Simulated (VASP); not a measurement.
The system is SnTe (rocksalt type).

```xyz
2
Lattice="0.0000 2.8916 2.8916 2.8916 0.0000 2.8916 2.8916 2.8916 0.0000" Properties=species:S:1:pos:R:3 pbc="T T T"
Sn    0.0000    0.0000    0.0000
Te    2.8916    2.8916    2.8916
```

- Program: VASP 6.6.1
- Task: relaxation of cell and atoms
- Functional: PBEsol
- Potentials or basis: VASP PAW PBE potentials, release 64 (Sn_d, Te)
- Cutoff: 600 eV
- k mesh: 11 × 11 × 11
- Occupations: fermi-dirac, width 0.08 eV
- Spin: no spin polarisation

At the start: pressure 20.5 GPa; volume 24.18 Å³/atom.

Problem. Where does the relaxation end?

Solution. Over 6 steps the energy falls by 353.8 meV/atom and the volume is 31.09 Å³/atom (+28.6 %); space group Fm-3m (No. 225, to 0.1 Å) before and after.

Step by step:
| step | energy change (eV) | largest force (eV/Å) | pressure (GPa) | volume (Å³) |
| --- | --- | --- | --- | --- |
| 1 | 0.0000 | 0.0000 | 20.50 | 48.36 |
| 2 | -0.4878 | 0.0000 | -5.39 | 73.40 |
| 3 | -0.7075 | 0.0000 | 0.04 | 62.17 |
| 4 | -0.7074 | 0.0000 | -0.21 | 62.47 |
| 5 | -0.7075 | 0.0000 | 0.05 | 62.12 |
| 6 | -0.7075 | 0.0000 | 0.00 | 62.19 |

Final structure:
```yaml
crystal:
  lattice:
    - [0.00000, 3.14451, 3.14451]
    - [3.14451, 0.00000, 3.14451]
    - [3.14451, 3.14451, 0.00000]
  atoms:
    - { symbol: Sn, position: [0.00000, 0.00000, 0.00000] }
    - { symbol: Te, position: [0.50000, 0.50000, 0.50000] }
```

Caveat: the volume moved by over 15 % at a fixed basis, so the end points are rough; the PAW data sets were made with another functional, which shifts forces and pressure a little.
